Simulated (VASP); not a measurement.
Input of a VASP 6.6.1 run:

The input INCAR:

```
SYSTEM = Li
ALGO = Fast
EDIFF = 1E-6
ENCUT = 520
GGA = PE
ISIF = 2
ISMEAR = 0
LASPH = .True.
LCHARG = .False.
LREAL = .False.
LWAVE = .False.
NBANDS = 10
NELM = 60
PREC = Accurate
SIGMA = 0.1
```

KPOINTS

```
k-points
0
Gamma
  6 6 6
  0 0 0
```

File POSCAR:

```
Li
1.0
    1.5359183942      0.8867628983      4.9018055769
   -1.5359183942      0.8867628983      4.9018055769
    0.0000000000     -1.7735257967      4.9018055769
Li
2
Direct
    0.2500479163      0.2500479163      0.2500479163
    0.7499520837      0.7499520837      0.7499520837
```

Potentials or basis: VASP PAW PBE potentials, release 64 (Li_sv).

The run is started by

```sh
$ cat potpaw_PBE.64/Li_sv/POTCAR > POTCAR
$ mpirun -np 1 vasp_std > vasp.out
```

Problem. What does it give for the band gap on the k mesh?

Solution. Zero (bands 3 and 4 overlap by 4.09 eV).

Forces on the atoms (eV/Å):
```
Li   0.000  0.000 -0.002
Li   0.000  0.000  0.002
```

Caveat: the k points lie up to 0.40 Å⁻¹ apart, too coarse for converged energies and pressures of a metal.
